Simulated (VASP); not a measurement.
# ZnSe (gw) (I-4m2) in VASP: further runs

The runs below take ZnSe (gw) through single point, with PBEsol.

Program: VASP 6.6.1. These are calculated values, not measurements. Logs are shortened: lines on timing, memory, paths and dates and some standing lists are left out, and cuts for length are marked.

## (1) The cell of the first run

Symmetry: I-4m2, No. 119, tetragonal system. Conventional cell: a = 4.123 Å, b = 4.123 Å, c = 5.391 Å, α = 90.00°, β = 90.00°, γ = 90.00°. Zn (site symmetry -4m2) has 4 Se at 2.46 Å within 3.3 Å. Within 3.3 Å of Se (site symmetry -4m2) lie 4 Zn at 2.46 Å.

## (2) Single point, PBEsol

The input, INCAR:

```
PREC = Accurate ; ENCUT = 500
EDIFF = 1E-6 ; ISMEAR = 0
SIGMA = 0.01 ; LREAL = F
LASPH = T ; NELM = 120
ALGO = Normal ; ISIF = 2
LWAVE = F ; LCHARG = T
GGA = PS ; LELF = T
LVHAR = T ; NBANDS = 16
GGA_COMPAT = F
```

The input, KPOINTS:

```
regular mesh
0
Gamma
  4 4 4
```

The input, POSCAR:

```
ZnSe
1.0
    0.0000000000      2.9152867418      2.6956581282
    2.9152867418      0.0000000000      2.6956581282
    2.9152867418      2.9152867418      0.0000000000
Zn Se
1 1
Direct
    0.0000000000      0.0000000000      0.0000000000
    0.2500000000      0.2500000000      0.2500000000
```

Potentials or basis: VASP PAW PBE potentials, release 64 (Zn, Se).

The run is started by

```console
$ cat potpaw_PBE.64/Zn/POTCAR potpaw_PBE.64/Se/POTCAR > POTCAR
$ mpirun -np 1 vasp_std > vasp.out
```

OUTCAR:

```text
PREC = Accurate
   ENCUT = 500
   EDIFF = 1E-6
   ISMEAR = 0
   LREAL = F
   LASPH = T
   NELM = 120
   ISIF = 2
   GGA = PS

 ion  position               nearest neighbor table
   1  0.000  0.000  0.000-   2 2.46   2 2.46   2 2.46   2 2.46
   2  0.250  0.250  0.250-   1 2.46   1 2.46   1 2.46   1 2.46

  LATTYP: Found a body centered tetragonal cell.
 ALAT       =     4.1228380485
 C/A-ratio  =     1.3076711219

  Lattice vectors:

 A1 = (   0.0000000000,  -2.9152867418,  -2.6956581282)
 A2 = (   0.0000000000,   2.9152867418,  -2.6956581282)
 A3 = (   2.9152867418,   0.0000000000,   2.6956581282)

Analysis of symmetry for initial positions (statically):
=====================================================================
 Subroutine PRICEL returns:
 Original cell was already a primitive cell.

 Routine SETGRP: Setting up the symmetry group for a
 body centered tetragonal supercell.

 Subroutine GETGRP returns: Found  8 space group operations
 (whereof  8 operations were pure point group operations)
 out of a pool of 16 trial point group operations.

The static configuration has the point symmetry D_2d.

Analysis of symmetry for dynamics (positions and initial velocities):
=====================================================================
 Subroutine PRICEL returns:
 Original cell was already a primitive cell.

 Routine SETGRP: Setting up the symmetry group for a
 body centered tetragonal supercell.

 Subroutine GETGRP returns: Found  8 space group operations
 (whereof  8 operations were pure point group operations)
 out of a pool of 16 trial point group operations.

The dynamic configuration has the point symmetry D_2d.

 Subroutine INISYM returns: Found  8 space group operations
 (whereof  8 operations are pure point group operations),
 and found     1 'primitive' translations

----------------------------------------------------------------------------------------

                                     Primitive cell

  volume of cell :      45.8202

  direct lattice vectors                    reciprocal lattice vectors
     0.000000000  2.915286742  2.695658128    -0.171509716  0.171509716  0.185483461
     2.915286742  0.000000000  2.695658128     0.171509716 -0.171509716  0.185483461
     2.915286742  2.915286742  0.000000000     0.171509716  0.171509716 -0.185483461

  length of vectors
     3.970575466  3.970575466  4.122838048     0.305344526  0.305344526  0.305344526

  position of ions in fractional coordinates (direct lattice)
     0.000000000  0.000000000  0.000000000
     0.250000000  0.250000000  0.250000000

  ion indices of the primitive-cell ions
   primitive index   ion index
                 1           1
                 2           2

----------------------------------------------------------------------------------------

 KPOINTS: regular mesh

Automatic generation of k-mesh.
 Grid dimensions read from file:
 generate k-points for:    4    4    4

 Generating k-lattice:

  Cartesian coordinates                     Fractional coordinates (reciprocal lattice)
    -0.042877429  0.042877429  0.046370865     0.250000000  0.000000000  0.000000000
     0.042877429 -0.042877429  0.046370865     0.000000000  0.250000000  0.000000000
     0.042877429  0.042877429 -0.046370865     0.000000000  0.000000000  0.250000000

  Length of vectors
     0.076336131  0.076336131  0.076336131

  Shift w.r.t. Gamma in fractional coordinates (k-lattice)
     0.000000000  0.000000000  0.000000000

 Subroutine IBZKPT returns following result:
 ===========================================

 Found     13 irreducible k-points:

 Following reciprocal coordinates:
            Coordinates               Weight
  0.000000  0.000000  0.000000      1.000000
  0.250000 -0.000000  0.000000      8.000000
  0.500000 -0.000000  0.000000      4.000000
  0.250000  0.250000  0.000000      2.000000
  0.500000  0.250000  0.000000      8.000000
 -0.250000  0.250000  0.000000      4.000000
  0.500000  0.500000  0.000000      1.000000
  0.250000  0.000000  0.250000      4.000000
  0.500000 -0.000000  0.250000     16.000000
 -0.250000  0.000000  0.250000      8.000000
 -0.250000  0.500000  0.250000      4.000000
  0.500000  0.000000  0.500000      2.000000
 -0.250000  0.250000  0.500000      2.000000
   k-points           NKPTS =     13   k-points in BZ     NKDIM =     13   number of bands    NBANDS=     16
   number of dos      NEDOS =    301   number of ions     NIONS =      2
   total plane-waves  NPLWV =  27000
   dimension x,y,z NGX =    30 NGY =   30 NGZ =   30
   dimension x,y,z NGXF=    60 NGYF=   60 NGZF=   60
   ions per type =               1   1
   NGX,Y,Z   is equivalent  to a cutoff of  12.56, 12.56, 12.10 a.u.
   NGXF,Y,Z  is equivalent  to a cutoff of  25.12, 25.12, 24.19 a.u.
 SYSTEM =  unknown system
   PREC   = accura    normal or accurate (medium, high low for compatibility)
   ISTART =      0    job   : 0-new  1-cont  2-samecut
   ICHARG =      2    charge: 1-file 2-atom 10-const
   ISPIN  =      1    spin polarized calculation?
   LNONCOLLINEAR =      F non collinear calculations
   LSORBIT =      F    spin-orbit coupling
   LASPH  =      T    aspherical Exc in radial PAW
   ENCUT  =  500.0 eV  36.75 Ry    6.06 a.u.   7.24  7.24  7.52*2*pi/ulx,y,z
   NELM   =    120;   NELMIN=  2; NELMDL= -5     # of ELM steps
   EDIFF  = 0.1E-05   stopping-criterion for ELM
   LREAL  =      F    real-space projection
   EDIFFG = 0.1E-04   stopping-criterion for IOM
   NSW    =      0    number of steps for IOM
   IBRION =     -1    ionic relax: 0-MD 1-quasi-New 2-CG
   NFREE  =      0    steps in history (QN), initial steepest desc. (CG)
   ISIF   =      2    stress and relaxation
   ISYM   =      2    0-nonsym 1-usesym 2-fastsym
   POTIM  = 0.5000    time-step for ionic-motion
   TEBEG  =    0.0;   TEEND  =   0.0 temperature during run
   PSTRESS=    0.0 pullay stress
   NELECT =      18.0000    total number of electrons
   NUPDOWN=      -1.0000    fix difference up-down
   EMIN   =  10.00;   EMAX   =-10.00  energy-range for DOS
   EFERMI =   0.00;   METHOD = LEGACY
   ISMEAR =     0;   SIGMA  =   0.01  broadening in eV -4-tet -1-fermi 0-gaus
   EFERMI_NEDOS =   21; number of points for ismear=-14 and -15
   IALGO  =     38    algorithm
   IMIX   =      4    mixing-type and parameters
     AMIX     =   0.40;   BMIX     =  1.00
     AMIX_MAG =   1.60;   BMIX_MAG =  1.00
  volume/ion in A,a.u.               =      22.91       154.61
  Fermi-wavevector in a.u.,A,eV,Ry     =   1.198984  2.265750 19.559211  1.437561
  Thomas-Fermi vector in A             =   2.334858
   LORBIT       =      0    0 simple, 1 ext, 2 COOP (PROOUT), +10 PAW based schemes
   GGA     = PS    functional components
   LHFCALC =     F    Hartree Fock is set to
   AEXX    =    0.0000 exact exchange contribution
   IVDW    =     0    specifies the selected vdW correction
   LEPSILON=     F    determine dielectric tensor
   LRPA    =     F    only Hartree local field effects (RPA)
 non-spin polarized calculation
 Gauss-broadening in eV      SIGMA  =   0.01
  energy-cutoff  :      500.00
  volume of cell :       45.82
 maximum number of plane-waves:      1187
 NGX is ok and might be reduce to    30
   NGX = 15   NGY = 15   NGZ = 15

 number of electron      18.0000002 magnetization

 Free energy of the ion-electron system (eV)
  ---------------------------------------------------
  ext. energy  EPLUGINS =         0.00000000
  ---------------------------------------------------
  free energy    TOTEN  =        -6.67913515 eV

  energy without entropy =       -6.67913515  energy(sigma->0) =       -6.67913515

 E-fermi :   1.6893     XC(G=0):  -9.4883

 val. band max:        1.6212541574   @ k =   0.0000   0.0000   0.0000
 cond. band min:       2.5659473412   @ k =   0.0000   0.0000   0.0000
 fundamental gap:      0.9446931838
 Fermi energy:         1.6893240469

 k-point     1 :       0.0000    0.0000    0.0000
  band No.  band energies     occupation
      1     -11.7644      2.00000
      2      -5.1043      2.00000
      3      -5.1043      2.00000
      4      -5.0729      2.00000
      5      -4.7458      2.00000
      6      -4.7326      2.00000
[... 8 lines left out ...]
     15      12.1721      0.00000
     16      13.2895      0.00000

 k-point     2 :       0.2500   -0.0000    0.0000
  band No.  band energies     occupation
      1     -11.4005      2.00000
      2      -5.0605      2.00000
      3      -5.0517      2.00000
      4      -5.0162      2.00000
      5      -4.7381      2.00000
      6      -4.7380      2.00000
[... 8 lines left out ...]
     15      11.6629      0.00000
     16      12.5372      0.00000

 k-point     3 :       0.5000   -0.0000    0.0000
  band No.  band energies     occupation
      1     -10.9706      2.00000
      2      -5.0325      2.00000
      3      -4.9897      2.00000
      4      -4.7382      2.00000
      5      -4.7091      2.00000
      6      -4.5841      2.00000
[... 8 lines left out ...]
     15      14.0302      0.00000
     16      14.8373      0.00000

 k-point     4 :       0.2500    0.2500    0.0000
  band No.  band energies     occupation
      1     -11.2384      2.00000
      2      -5.0970      2.00000
      3      -5.0009      2.00000
      4      -5.0009      2.00000
      5      -4.7463      2.00000
      6      -4.7141      2.00000
[... 8 lines left out ...]
     15      13.1739      0.00000
     16      15.3295      0.00000
[... 115 lines left out ...]
 k-point    11 :      -0.2500    0.5000    0.2500
  band No.  band energies     occupation
      1     -10.6827      2.00000
      2      -4.9734      2.00000
      3      -4.9126      2.00000
      4      -4.7978      2.00000
      5      -4.7539      2.00000
      6      -4.4380      2.00000
[... 8 lines left out ...]
     15      15.4279      0.00000
     16      15.5585      0.00000

 k-point    12 :       0.5000    0.0000    0.5000
  band No.  band energies     occupation
      1     -10.7411      2.00000
      2      -5.0671      2.00000
      3      -4.8785      2.00000
      4      -4.8163      2.00000
      5      -4.7004      2.00000
      6      -4.5947      2.00000
[... 8 lines left out ...]
     15      14.6881      0.00000
     16      15.6355      0.00000

 k-point    13 :      -0.2500    0.2500    0.5000
  band No.  band energies     occupation
      1     -10.7310      2.00000
      2      -5.0050      2.00000
      3      -4.8665      2.00000
      4      -4.7671      2.00000
      5      -4.7496      2.00000
      6      -4.4598      2.00000
[... 8 lines left out ...]
     15      14.3518      0.00000
     16      15.1354      0.00000

------------------------ aborting loop because EDIFF is reached ----------------------------------------

  FORCE on cell =-STRESS in cart. coord.  units (eV):
  Direction    XX          YY          ZZ          XY          YZ          ZX
  --------------------------------------------------------------------------------------
  -------------------------------------------------------------------------------------
  Total       -0.5431074     -0.5431074      0.1635245      0.0000000      0.0000000      0.0000000
  in kB      -18.9906119    -18.9906119      5.7178948      0.0000000      0.0000000      0.0000000
  external PRESSURE =     -10.7544430 kB  Pullay stress =       0.0000000 kB

 VOLUME and BASIS-vectors are now :
 -----------------------------------------------------------------------------
  energy-cutoff  :      500.00
  volume of cell :       45.82
      direct lattice vectors                 reciprocal lattice vectors
     0.000000000  2.915286742  2.695658128    -0.171509716  0.171509716  0.185483461
     2.915286742  0.000000000  2.695658128     0.171509716 -0.171509716  0.185483461
     2.915286742  2.915286742  0.000000000     0.171509716  0.171509716 -0.185483461

 POSITION                                       TOTAL-FORCE (eV/Angst)
 -----------------------------------------------------------------------------------
      0.00000      0.00000      0.00000        -0.000000     -0.000000      0.000000
      1.45764      1.45764      1.34783         0.000000      0.000000      0.000000
 -----------------------------------------------------------------------------------
    total drift:                               -0.000001     -0.000001      0.000000

  FREE ENERGIE OF THE ION-ELECTRON SYSTEM (eV)
  ---------------------------------------------------
  free  energy   TOTEN  =        -6.6791351484 eV

  energy  without entropy=       -6.6791351484  energy(sigma->0) =       -6.67913515
```

It used 17 s of CPU time on 1 thread of AMD EPYC 7R13 Processor (Zen 3), with other jobs on the host.

Results:

```yaml
Free_energy: -6.6791 eV
Pressure: -1.1 GPa
Band_gap_on_the_k_mesh: 0.94 eV, direct
```

Stress tensor (GPa, compression positive):
```
-1.90  0.00  0.00
 0.00 -1.90  0.00
 0.00  0.00  0.57
```

Levels at points of the mesh, in eV from the valence-band top:
```csv
k point,band 6,band 7,band 8,band 9,band 10,band 11,band 12,band 13
"(0.00, 0.00, 0.00)",-6.35,-0.25,-0.25,0.00,0.94,5.57,5.60,5.60
"(0.50, 0.00, 0.00)",-6.21,-5.39,-1.24,-0.81,2.19,5.83,6.53,8.26
"(0.50, 0.50, 0.00)",-6.12,-4.62,-2.61,-2.61,2.47,2.71,10.84,10.89
"(0.50, 0.00, 0.50)",-6.22,-5.07,-2.25,-2.12,2.80,3.46,10.08,10.41
```

Caveat: the k points lie up to 0.48 Å⁻¹ apart; the PAW data sets were made with another functional, which shifts forces and pressure a little.

## (3) Single point, PBEsol

The input, INCAR:

```
SYSTEM = ZnSe
ALGO = Normal ; EDIFF = 1E-6
ENCUT = 500 ; GGA = PS
GGA_COMPAT = .FALSE. ; ISIF = 2
ISMEAR = 0 ; LASPH = .TRUE.
LCHARG = .FALSE. ; LREAL = .FALSE.
LWAVE = .FALSE. ; NBANDS = 16
NELM = 120 ; PREC = Accurate
SIGMA = 0.01
```

The input, KPOINTS:

```
k-points
0
G
  4 4 4
  0 0 0
```

POSCAR is that of step 2.

Potentials or basis: VASP PAW PBE potentials, release 64 (Zn, Se).

The run is started by

```console
$ cat potpaw_PBE.64/Zn/POTCAR potpaw_PBE.64/Se/POTCAR > POTCAR
$ mpirun -np 1 vasp_std > vasp.out
```

It used 16 s of CPU time on 1 thread of AMD EPYC 7R13 Processor (Zen 3) (shared host).

The run converged. Its results:

```
Free energy            : -6.6791 eV
Pressure               : -1.1 GPa
Band gap on the k mesh : 0.94 eV, direct
```

Stress tensor (GPa, compression positive):
```
-1.90  0.00  0.00
 0.00 -1.90  0.00
 0.00  0.00  0.57
```

Levels at points of the mesh, in eV from the valence-band top:
```
           k point  band 7  band 8  band 9  band 10  band 11  band 12
(0.00, 0.00, 0.00)   -0.25   -0.25    0.00     0.94     5.57     5.60
(0.50, 0.00, 0.00)   -5.39   -1.24   -0.81     2.19     5.83     6.53
(0.50, 0.50, 0.00)   -4.62   -2.61   -2.61     2.47     2.71    10.84
(0.50, 0.00, 0.50)   -5.07   -2.25   -2.12     2.80     3.46    10.08
```

Caveat: the k points lie up to 0.48 Å⁻¹ apart; the PAW data sets were made with another functional, which shifts forces and pressure a little.
